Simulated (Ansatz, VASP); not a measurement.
# HfO2 in VASP and in Ansatz

The input INCAR:

```
PREC = Accurate
ENCUT = 520
EDIFF = 1E-7
ISMEAR = 0
SIGMA = 0.02
LREAL = False
LASPH = True
NELM = 100
ALGO = Normal
ISIF = 2
LWAVE = False
LCHARG = True
GGA = PS
LELF = True
LVHAR = True
NBANDS = 18
```

KPOINTS

```
Automatic mesh
0
Gamma
  8 8 8
```

Contents of POSCAR:

```
HfO2
1.0
    0.0000000000      2.5575000000      2.5575000000
    2.5575000000      0.0000000000      2.5575000000
    2.5575000000      2.5575000000      0.0000000000
Hf O
1 2
Direct
    0.0087976540     -0.0087976540      0.0087976540
    0.2500000000      0.2500000000      0.2500000000
    0.7500000000      0.7500000000      0.7500000000
```

Input for Ansatz:

```yaml
crystal:
  lattice:
    - [0.0, 2.5575, 2.5575]
    - [2.5575, 0.0, 2.5575]
    - [2.5575, 2.5575, 0.0]
  atoms:
    - { symbol: Hf, position: [0.008797654, -0.008797654, 0.008797654] }
    - { symbol: O, position: [0.25, 0.25, 0.25] }
    - { symbol: O, position: [0.75, 0.75, 0.75] }
basis:
  ecutwfc: 420
kpoints:
  mp_grid: { grid: [8, 8, 8] }
hamiltonian:
  xc: pbesol
scf:
  occupations: { method: gaussian, width: 0.02 }
output:
  forces: true
  stress: true
  eigenvalues: true
  populations: true
```

Change from the starting cell: one atom moved.

Alike in both runs: task single point; functional PBEsol; k mesh 8 × 8 × 8; occupations gaussian, width 0.02 eV; no spin polarisation.

|  | VASP | Ansatz |
| --- | --- | --- |
| version | VASP 6.6.1 | Ansatz 0.2.0 |
| potentials or method | VASP PAW PBE potentials, release 64 (Hf_pv, O), cutoff 520 eV | scalar-relativistic, plane waves, PAW |
| valence electrons in the cell | 22 | 38 |

```csv
,VASP,Ansatz,Ansatz less VASP
gap on the k mesh at the Fermi level (eV),3.60,3.59,-0.011
least direct gap on the mesh (eV),3.60,3.59,-0.011
pressure (GPa),-13.3,-10.0,+3.36
rms of the force components (eV/Å),0.064,0.069,+0.0043
```

VASP's potentials were made for PBE, not for PBEsol. Atom by atom the forces differ by 0.004 eV/Å (rms over components). With one functional, cell and mesh, what is left measures potentials, basis and numerics. VASP's potentials hold 22 valence electrons a cell and Ansatz's 38, so a difference there can come from the potentials and not from the codes.

Spin-orbit coupling is off throughout.
